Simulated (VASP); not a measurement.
BaTiO3:

```
CELL_PARAMETERS angstrom
2.82767 1.63255 2.31773
-2.82767 1.63255 2.31773
0.00000 -3.26511 2.31773
ATOMIC_POSITIONS crystal
Ba 0.00000 0.00000 0.00000
Ti 0.51400 0.51400 0.51400
O 0.49160 0.49160 0.98150
O 0.49160 0.98150 0.49160
O 0.98150 0.49160 0.49160
```

Base run:

| Item | Value |
| --- | --- |
| Program | VASP 6.6.1 |
| Functional | r2SCAN |
| Potentials or basis | VASP PAW PBE potentials, release 64 (Ba_sv, Ti_sv, O) |
| Cutoff | 520 eV |
| k mesh | 6 × 6 × 6 |
| Occupations | methfessel-paxton, width 0.38 eV |
| Spin | no spin polarisation |

Its results: band gap on the k mesh 2.75 eV (least direct gap 3.15 eV); pressure 3.9 GPa; largest force 0.179 eV/Å.

**Question.** The run is repeated on the same cell with these changes: occupations from methfessel-paxton, width 0.38 eV to fermi-dirac, width 1.12 eV. What comes out?

**Answer.** Band gap on the k mesh 3.65 eV (least direct gap 3.94 eV); pressure 12.8 GPa; largest force 2.122 eV/Å.

Caveats: the cell stands under pressure; the PAW data sets were made with another functional, which shifts forces and pressure a little; spin-orbit coupling is left out, which moves the levels of the heavy elements; so wide a smearing shifts energies and pressures (at least some runs).

A k mesh can miss the band edges.
